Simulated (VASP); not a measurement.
# Cu3BiS4 (I-42m) in VASP: single point with r2SCAN

Aim: the single point of Cu3BiS4 with r2SCAN.

All numbers are computed with VASP 6.6.1; they aren't measurements. Logs are shortened: lines on timing, memory, paths and dates and some standing lists are left out, and cuts for length are marked.

### 1 The cell of the first run

It takes space group I-42m (No. 121, tetragonal). The conventional cell has a = 5.420 Å, b = 5.420 Å, c = 10.824 Å, α = 90.00°, β = 90.00°, γ = 90.00°. Within 3.1 Å of Cu (site symmetry -42m) lie 4 S at 2.36 Å. Within 3.0 Å of Cu (site symmetry -4) lie 4 S at 2.30 Å. Within 3.2 Å of Bi (site symmetry -42m) lie 4 S at 2.42 Å. S (site symmetry m) has 3 Cu at 2.30 to 2.36 Å and 1 Bi at 2.42 Å within 3.0 Å.

### 2 Single point, r2SCAN, collinear spin, zero start

The input, POSCAR:

```
Cu3BiS4
1.0
    0.0000000000      5.4198173700      0.0000000000
    5.4198173700      0.0000000000      0.0000000000
    2.7099086900      2.7099086900     -5.4117660000
Cu Bi S
3 1 4
Direct
    0.5000000000      0.5000000000      0.0000000000
    0.7500000000      0.2500000000      0.5000000000
    0.2500000000      0.7500000000      0.5000000000
    0.0000000000      0.0000000000      0.0000000000
    0.3870000000      0.3870000000      0.7360000000
    0.6130000000      0.1230000000      0.2640000000
    0.8770000000      0.8770000000      0.7360000000
    0.1230000000      0.6130000000      0.2640000000
```

The input, INCAR.step1:

```
PREC = Accurate
ENCUT = 520
ISMEAR = -5
SIGMA = 0.1
LREAL = False
LASPH = True
NELM = 150
ISPIN = 2
MAGMOM = 0 0 0 0 0 0 0 0
LMAXMIX = 4
NBANDS = 50
NELECT = 70.0
GGA = PE
ALGO = Normal
EDIFF = 1E-4
LWAVE = True
LCHARG = False
```

The input, INCAR.step2:

```
PREC = Accurate
ENCUT = 520
EDIFF = 1E-6
ISMEAR = -1
SIGMA = 0.1
LREAL = False
LASPH = True
NELM = 150
ALGO = Normal
ISIF = 2
LWAVE = False
LCHARG = False
ISPIN = 2
MAGMOM = 0 0 0 0 0 0 0 0
LORBIT = 11
LMAXMIX = 4
METAGGA = R2SCAN
LMIXTAU = True
NBANDS = 50
NELECT = 70.0
ISTART = 1
```

The input, KPOINTS:

```
Automatic mesh
0
Gamma
  5 5 5
```

Potentials or basis: VASP PAW PBE potentials, release 64 (Cu, Bi_d, S).

Command:

```
> cat potpaw_PBE.64/Cu/POTCAR potpaw_PBE.64/Bi_d/POTCAR potpaw_PBE.64/S/POTCAR > POTCAR
> cp INCAR.step1 INCAR
> mpirun -np 1 vasp_std > vasp.out
> cp INCAR.step2 INCAR
> mpirun -np 1 vasp_std > vasp.out
```

OUTCAR:

```text
PREC = Accurate
   ENCUT = 520
   EDIFF = 1E-6
   ISMEAR = -1
   LREAL = False
   LASPH = True
   NELM = 150
   ISIF = 2
   ISPIN = 2
   LORBIT = 11
   METAGGA = R2SCAN
   NELECT = 70.0
   ISTART = 1

 ion  position               nearest neighbor table
   1  0.500  0.500  0.000-   7 2.36   6 2.36   8 2.36   5 2.36
   2  0.750  0.250  0.500-   8 2.30   7 2.30   5 2.30   6 2.30
   3  0.250  0.750  0.500-   6 2.30   7 2.30   5 2.30   8 2.30
   4  0.000  0.000  0.000-   5 2.42   6 2.42   8 2.42   7 2.42
   5  0.387  0.387  0.736-   2 2.30   3 2.30   1 2.36   4 2.42
   6  0.613  0.123  0.264-   3 2.30   2 2.30   1 2.36   4 2.42
   7  0.877  0.877  0.736-   2 2.30   3 2.30   1 2.36   4 2.42
   8  0.123  0.613  0.264-   2 2.30   3 2.30   1 2.36   4 2.42

  LATTYP: Found a body centered tetragonal cell.
 ALAT       =     5.4198173700
 C/A-ratio  =     1.9970289146

  Lattice vectors:

 A1 = (  -2.7099086900,   2.7099086800,   5.4117660000)
 A2 = (   2.7099086800,  -2.7099086900,   5.4117660000)
 A3 = (   2.7099086900,   2.7099086900,  -5.4117660000)

Analysis of symmetry for initial positions (statically):
=====================================================================
 Subroutine PRICEL returns:
 Original cell was already a primitive cell.

 Routine SETGRP: Setting up the symmetry group for a
 body centered tetragonal supercell.

 Subroutine GETGRP returns: Found  8 space group operations
 (whereof  8 operations were pure point group operations)
 out of a pool of 16 trial point group operations.

The static configuration has the point symmetry D_2d.

Analysis of symmetry for dynamics (positions and initial velocities):
=====================================================================
 Subroutine PRICEL returns:
 Original cell was already a primitive cell.

 Routine SETGRP: Setting up the symmetry group for a
 body centered tetragonal supercell.

 Subroutine GETGRP returns: Found  8 space group operations
 (whereof  8 operations were pure point group operations)
 out of a pool of 16 trial point group operations.

The dynamic configuration has the point symmetry D_2d.

Analysis of structural, dynamic, and magnetic symmetry:
=====================================================================
 Subroutine PRICEL returns:
 Original cell was already a primitive cell.

 Routine SETGRP: Setting up the symmetry group for a
 body centered tetragonal supercell.

 Subroutine GETGRP returns: Found  8 space group operations
 (whereof  8 operations were pure point group operations)
 out of a pool of 16 trial point group operations.

The overall configuration has the point symmetry D_2d.

 Subroutine INISYM returns: Found  8 space group operations
 (whereof  8 operations are pure point group operations),
 and found     1 'primitive' translations

----------------------------------------------------------------------------------------

                                     Primitive cell

  volume of cell :     158.9675

  direct lattice vectors                    reciprocal lattice vectors
     0.000000000  5.419817370  0.000000000     0.000000000  0.184508062  0.092391282
     5.419817370  0.000000000  0.000000000     0.184508062  0.000000000  0.092391282
     2.709908690  2.709908690 -5.411766000     0.000000000  0.000000000 -0.184782565

  length of vectors
     5.419817370  5.419817370  6.631321245     0.206347702  0.206347702  0.184782565

  position of ions in fractional coordinates (direct lattice)
     0.500000000  0.500000000  0.000000000
     0.750000000  0.250000000  0.500000000
     0.250000000  0.750000000  0.500000000
     0.000000000  0.000000000  0.000000000
     0.387000000  0.387000000  0.736000000
     0.613000000  0.123000000  0.264000000
     0.877000000  0.877000000  0.736000000
     0.123000000  0.613000000  0.264000000

  ion indices of the primitive-cell ions
   primitive index   ion index
                 1           1
                 2           2
                 3           3
                 4           4
                 5           5
                 6           6
[... 50 lines left out ...]
   number of dos      NEDOS =    301   number of ions     NIONS =      8
   total plane-waves  NPLWV =  80000
   dimension x,y,z NGX =    40 NGY =   40 NGZ =   50
   dimension x,y,z NGXF=    80 NGYF=   80 NGZF=  100
   ions per type =               3   1   4
   NGX,Y,Z   is equivalent  to a cutoff of  12.27, 12.27, 12.53 a.u.
   NGXF,Y,Z  is equivalent  to a cutoff of  24.54, 24.54, 25.07 a.u.
 SYSTEM =  unknown system
   PREC   = accura    normal or accurate (medium, high low for compatibility)
   ISTART =      1    job   : 0-new  1-cont  2-samecut
   ICHARG =      0    charge: 1-file 2-atom 10-const
   ISPIN  =      2    spin polarized calculation?
   LNONCOLLINEAR =      F non collinear calculations
   LSORBIT =      F    spin-orbit coupling
   LASPH  =      T    aspherical Exc in radial PAW
   ENCUT  =  520.0 eV  38.22 Ry    6.18 a.u.  10.08 10.08 12.33*2*pi/ulx,y,z
   NELM   =    150;   NELMIN=  2; NELMDL=  0     # of ELM steps
   EDIFF  = 0.1E-05   stopping-criterion for ELM
   LREAL  =      F    real-space projection
   EDIFFG = 0.1E-04   stopping-criterion for IOM
   NSW    =      0    number of steps for IOM
   IBRION =     -1    ionic relax: 0-MD 1-quasi-New 2-CG
   NFREE  =      0    steps in history (QN), initial steepest desc. (CG)
   ISIF   =      2    stress and relaxation
   ISYM   =      2    0-nonsym 1-usesym 2-fastsym
   POTIM  = 0.5000    time-step for ionic-motion
   TEBEG  =    0.0;   TEEND  =   0.0 temperature during run
   PSTRESS=    0.0 pullay stress
   NELECT =      70.0000    total number of electrons
   NUPDOWN=      -1.0000    fix difference up-down
   EMIN   =  10.00;   EMAX   =-10.00  energy-range for DOS
   EFERMI =   0.00;   METHOD = LEGACY
   ISMEAR =    -1;   SIGMA  =   0.10  broadening in eV -4-tet -1-fermi 0-gaus
   EFERMI_NEDOS =   21; number of points for ismear=-14 and -15
   IALGO  =     38    algorithm
   IMIX   =      4    mixing-type and parameters
     AMIX     =   0.40;   BMIX     =  1.00
     AMIX_MAG =   1.60;   BMIX_MAG =  1.00
  volume/ion in A,a.u.               =      19.87       134.10
  Fermi-wavevector in a.u.,A,eV,Ry     =   1.245484  2.353623 21.105763  1.551230
  Thomas-Fermi vector in A             =   2.379704
   LORBIT       =     11    0 simple, 1 ext, 2 COOP (PROOUT), +10 PAW based schemes
   METAGGA = R2SCAN    functional components
   LHFCALC =     F    Hartree Fock is set to
   AEXX    =    0.0000 exact exchange contribution
   IVDW    =     0    specifies the selected vdW correction
   LEPSILON=     F    determine dielectric tensor
   LRPA    =     F    only Hartree local field effects (RPA)
 spin polarized calculation
  energy-cutoff  :      520.00
  volume of cell :      158.97
 maximum number of plane-waves:      4325
   NGX = 21   NGY = 21   NGZ = 25

 number of electron      70.0000001 magnetization      -0.0000052

 number of electron      70.0000001 magnetization       0.0000045

 Free energy of the ion-electron system (eV)
  ---------------------------------------------------
  ext. energy  EPLUGINS =         0.00000000
  ---------------------------------------------------
  free energy    TOTEN  =      -134.25617037 eV

  energy without entropy =     -134.07394715  energy(sigma->0) =     -134.16505876

 E-fermi :   4.3155     XC(G=0): -10.3241

 val. band max:        4.2857142046   @ k =  -0.2000  -0.4000   0.2000
 cond. band min:       4.3238517261   @ k =   0.4000   0.4000   0.0000
 fundamental gap:      0.0381375214
 Fermi energy:         4.3154587556

 spin component 1

 k-point     1 :       0.0000    0.0000    0.0000
  band No.  band energies     occupation
      1     -19.2754      1.00000
      2     -19.2754      1.00000
      3     -19.2693      1.00000
      4     -19.1314      1.00000
      5     -19.1259      1.00000
      6     -10.8376      1.00000
[... 889 lines left out ...]
     46      12.0055      0.00000
     47      12.3805      0.00000
 Fermi energy:         4.3154587556

 spin component 2

 k-point     1 :       0.0000    0.0000    0.0000
  band No.  band energies     occupation
      1     -19.2754      1.00000
      2     -19.2754      1.00000
      3     -19.2693      1.00000
      4     -19.1314      1.00000
      5     -19.1259      1.00000
      6     -10.8376      1.00000
[... 889 lines left out ...]
     46      12.0055      0.00000
     47      12.3805      0.00000
 [bands above 47 left out]

------------------------ aborting loop because EDIFF is reached ----------------------------------------

  FORCE on cell =-STRESS in cart. coord.  units (eV):
  Direction    XX          YY          ZZ          XY          YZ          ZX
  --------------------------------------------------------------------------------------
  -------------------------------------------------------------------------------------
  Total      -19.6349506    -19.6349506    -19.3878216     -0.0000000      0.0000000      0.0000000
  in kB     -197.8937513   -197.8937513   -195.4030248     -0.0000000      0.0000002      0.0000002
  external PRESSURE =    -197.0635091 kB  Pullay stress =       0.0000000 kB

 VOLUME and BASIS-vectors are now :
 -----------------------------------------------------------------------------
  energy-cutoff  :      520.00
  volume of cell :      158.97
      direct lattice vectors                 reciprocal lattice vectors
     0.000000000  5.419817370  0.000000000     0.000000000  0.184508062  0.092391282
     5.419817370  0.000000000  0.000000000     0.184508062  0.000000000  0.092391282
     2.709908690  2.709908690 -5.411766000     0.000000000  0.000000000 -0.184782565

 POSITION                                       TOTAL-FORCE (eV/Angst)
 -----------------------------------------------------------------------------------
      2.70991      2.70991      0.00000         0.000000     -0.000000      0.000000
      2.70991      5.41982     -2.70588        -0.000000     -0.000000      0.000000
      5.41982      2.70991     -2.70588         0.000000     -0.000000      0.000000
      0.00000      0.00000      0.00000        -0.000000     -0.000000      0.000000
      4.09196      4.09196     -3.98306         1.189689      1.189689      0.877984
      1.38205      4.03776     -1.42871         1.189689     -1.189689     -0.877984
      6.74767      6.74767     -3.98306        -1.189689     -1.189689      0.877984
      4.03776      1.38205     -1.42871        -1.189689      1.189689     -0.877984
 -----------------------------------------------------------------------------------
    total drift:                                0.000437      0.000437     -0.000445

  FREE ENERGIE OF THE ION-ELECTRON SYSTEM (eV)
  ---------------------------------------------------
  free  energy   TOTEN  =      -134.2561703749 eV

  energy  without entropy=     -134.0739471525  energy(sigma->0) =     -134.16505876

 total charge

# of ion       s       p       d       tot
------------------------------------------
    1        0.344   0.311   9.132   9.787
    2        0.373   0.365   9.120   9.858
    3        0.373   0.365   9.120   9.858
    4        1.416   1.290  10.026  12.732
    5        1.333   2.285   0.000   3.618
    6        1.333   2.285   0.000   3.618
    7        1.333   2.285   0.000   3.618
    8        1.333   2.285   0.000   3.618
--------------------------------------------------
tot          7.838  11.470  37.398  56.707

 magnetization (x)

# of ion       s       p       d       tot
------------------------------------------
    1       -0.000   0.000   0.000   0.000
    2        0.000   0.000   0.000   0.000
    3        0.000   0.000   0.000   0.000
    4       -0.000   0.000   0.000   0.000
    5        0.000   0.000   0.000   0.000
    6        0.000   0.000   0.000   0.000
    7        0.000   0.000   0.000   0.000
    8        0.000   0.000   0.000   0.000
--------------------------------------------------
tot          0.000   0.000   0.000   0.000
```

It took 25 min on 1 thread of Intel Xeon Platinum 8259CL at 2.50GHz (Skylake/Cascade Lake), shared host; peak memory 0.51 GiB.

Results:

```
Free energy                                           : -134.2562 eV
Largest force                                         : 1.898 eV/Å
Net moment                                            : 0.00 μB per cell
Valence electrons inside the program's atomic spheres : Cu 9.79, 9.86 (each value once); Bi 12.73; S 3.62
```

Forces in eV/Å, atoms in the order of the input:
```
Cu   0.000  0.000  0.000
Cu   0.000  0.000  0.000
Cu   0.000  0.000  0.000
Bi   0.000  0.000  0.000
S    1.190  1.190  0.878
S    1.190 -1.190 -0.878
S   -1.190 -1.190  0.878
S   -1.190  1.190 -0.878
```

Levels at points of the mesh, in eV from the Fermi level:
Spin up:
```
           k point  band 33  band 34  band 35  band 36  band 37  band 38
(0.00, 0.00, 0.00)    -1.09     0.54     0.62     0.62     0.63     3.21
```
Spin down:
```csv
k point,band 32,band 33,band 34,band 35,band 36,band 37,band 38,band 39
"(0.00, 0.00, 0.00)",-1.30,-1.09,0.54,0.62,0.62,0.63,3.21,4.40
```

Caveat: the cell carries a net charge on a neutralising background, which shifts energy and pressure; the cell is charged against a uniform background, so pressure and absolute levels hang on convention; the PAW data sets were made with another functional, which shifts forces and pressure a little; spin-orbit coupling is left out, which moves the levels of the heavy elements.
